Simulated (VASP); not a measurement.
Set up this calculation in VASP 6.6.1, as the native input.

- Task: single point
- Functional: PBEsol
- Potentials or basis: VASP PAW PBE potentials, release 64 (In_d, Se)
- Cutoff: 520 eV
- k mesh: 10 × 10 × 10
- Occupations: tetrahedron
- Spin: no spin polarisation
- Dipole correction: no
- Further INCAR settings: ALGO = Normal; EDIFF = 1e-07; NBANDS = 30

The structure of In3Se lies in POSCAR:

```
In3Se
1.0
    4.8037580000      0.0000000000      0.0000000000
    0.0000000000      4.8037580000      0.0000000000
    0.0000000000      0.0000000000      4.8037580000
In Se
3 1
Direct
    0.0000000000      0.5000000000      0.5000000000
    0.5000000000      0.0000000000      0.5000000000
    0.5000000000      0.5000000000      0.0000000000
    0.0000000000      0.0000000000      0.0000000000
```

One way to write it, as run:

INCAR

```
PREC     = Accurate       # precision mode
ENCUT    = 520            # plane-wave cutoff, eV
EDIFF    = 1E-7           # SCF threshold, eV
ISMEAR   = -5             # smearing method
SIGMA    = 0.1            # smearing width, eV
LREAL    = F              # projectors in reciprocal space
LASPH    = T              # aspherical terms in the spheres
NELM     = 60             # most SCF steps
ALGO     = Normal         # electronic algorithm
ISIF     = 2              # what is computed and relaxed
LWAVE    = F              # write WAVECAR
LCHARG   = T              # write CHGCAR
GGA      = PS             # functional
LELF     = T              # ELF
LVHAR    = T            
NBANDS   = 30             # bands
```

KPOINTS

```
Automatic mesh
0
Gamma
  10 10 10
```

Potentials or basis: VASP PAW PBE potentials, release 64 (In_d, Se).

Run with:

```bash
$ cat potpaw_PBE.64/In_d/POTCAR potpaw_PBE.64/Se/POTCAR > POTCAR
$ mpirun -np 1 vasp_std > vasp.out
```

It gave:

The pressure is -3.0 GPa.

Caveat: the PAW data sets were made with another functional, which shifts forces and pressure a little; tetrahedron occupations give inexact forces and stress in metals.

Run time: 2.1 min on 1 thread of AMD EPYC 9R14 (Zen 4) (shared host), peak memory 0.27 GiB.
